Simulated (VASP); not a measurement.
A run of VASP 6.6.1 is set up as follows.

File INCAR:

```
PREC = Accurate ; ENCUT = 520
EDIFF = 1E-6 ; ISMEAR = 0
SIGMA = 0.02 ; LREAL = False
LASPH = True ; NELM = 100
ALGO = Normal ; ISIF = 2
LWAVE = False ; LCHARG = True
GGA = PS ; IVDW = 12
LELF = True ; LVHAR = True
NBANDS = 12
```

KPOINTS

```
regular mesh
0
Gamma
  10 10 10
```

File POSCAR:

```
LiF
1.0
    2.4550000000      0.0000000000      0.0000000000
    0.0000000000      2.4550000000      0.0000000000
    0.0000000000      0.0000000000      2.4550000000
Li F
1 1
Direct
    0.0000000000      0.0000000000      0.0000000000
    0.5000000000      0.5000000000      0.5000000000
```

Potentials or basis: VASP PAW PBE potentials, release 64 (Li_sv, F).

The run is started by

```sh
$ cat potpaw_PBE.64/Li_sv/POTCAR potpaw_PBE.64/F/POTCAR > POTCAR
$ mpirun -np 1 vasp_std > vasp.out
```

Q: Predict the dispersion energy per atom.

A: -0.159 eV.

Q: Estimate the band gap on the k mesh.

A: 8.48 eV (least direct gap 9.30 eV).

 A k mesh can miss the band edges.
